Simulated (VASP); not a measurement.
HfN:

```
Hf N
1.0
     0.00000    2.25600    2.25600
     2.25600    0.00000    2.25600
     2.25600    2.25600    0.00000
Hf N
1 1
Cartesian
  0.0000 0.0000 0.0000
  2.2560 2.2560 2.2560
```

* Program: VASP 6.6.1
* Task: relaxation of cell and atoms
* Functional: PBEsol
* Potentials or basis: VASP PAW PBE potentials, release 64 (Hf_pv, N)
* Cutoff: 600 eV
* k mesh: 11 × 11 × 11
* Occupations: methfessel-paxton, width 0.05 eV
* Spin: no spin polarisation

At the start: pressure -4.2 GPa; volume 11.48 Å³/atom.

Problem. How do energy, volume and symmetry change on relaxing?

Solution. Over 3 steps the energy falls by 2.2 meV/atom and the volume is 11.32 Å³/atom (-1.4 %); space group Fm-3m (No. 225, to 0.05 Å).

Step by step:
| step | energy change (eV) | largest force (eV/Å) | pressure (GPa) | volume (Å³) |
| --- | --- | --- | --- | --- |
| 1 | 0.0000 | 0.0000 | -4.16 | 22.96 |
| 2 | 0.0130 | 0.0000 | 8.94 | 21.99 |
| 3 | -0.0044 | 0.0000 | -0.03 | 22.63 |

Final structure:
```yaml
crystal:
  lattice:
    - [0.00000, 2.24507, 2.24507]
    - [2.24507, 0.00000, 2.24507]
    - [2.24507, 2.24507, 0.00000]
  atoms:
    - { symbol: Hf, position: [0.00000, 0.00000, 0.00000] }
    - { symbol: N, position: [0.50000, 0.50000, 0.50000] }
```

Caveat: the PAW data sets were made with another functional, which shifts forces and pressure a little.
